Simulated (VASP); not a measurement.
Here is a VASP 6.6.1 calculation.

The input INCAR:

```
ALGO = Normal ; EDIFF = 1E-6
ENCUT = 520 ; GGA = PS
ISIF = 2 ; ISMEAR = 0
LASPH = True ; LCHARG = False
LREAL = False ; LWAVE = False
NBANDS = 16 ; NELM = 80
PREC = Accurate ; SIGMA = 0.01
```

KPOINTS

```
k-points
0
Gamma
  12 12 6
```

File POSCAR:

```
SiC
1.0
    3.0759639164      0.0000000000      0.0000000000
   -1.5379819582      2.6638628927      0.0000000000
    0.0000000000      0.0000000000      5.0477017944
Si C
2 2
Direct
    0.3333333333      0.6666666667      0.0045904896
    0.6666666667      0.3333333333      0.5045904896
    0.3333333333      0.6666666667      0.3804095104
    0.6666666667      0.3333333333      0.8804095104
```

Potentials or basis: VASP PAW PBE potentials, release 64 (Si, C).

The run is started by

```bash
$ cat potpaw_PBE.64/Si/POTCAR potpaw_PBE.64/C/POTCAR > POTCAR
$ mpirun -np 1 vasp_std > vasp.out
```

Problem. What does it give for the band gap on the k mesh?

Solution. 2.11 eV, indirect (least direct gap 3.85 eV).

Problem. What does it give for the pressure?

Solution. 0.3 GPa.

Caveat: the PAW data sets were made with another functional, which shifts forces and pressure a little. Expect the measured gap to be larger: semilocal functionals such as PBEsol lack the derivative discontinuity.
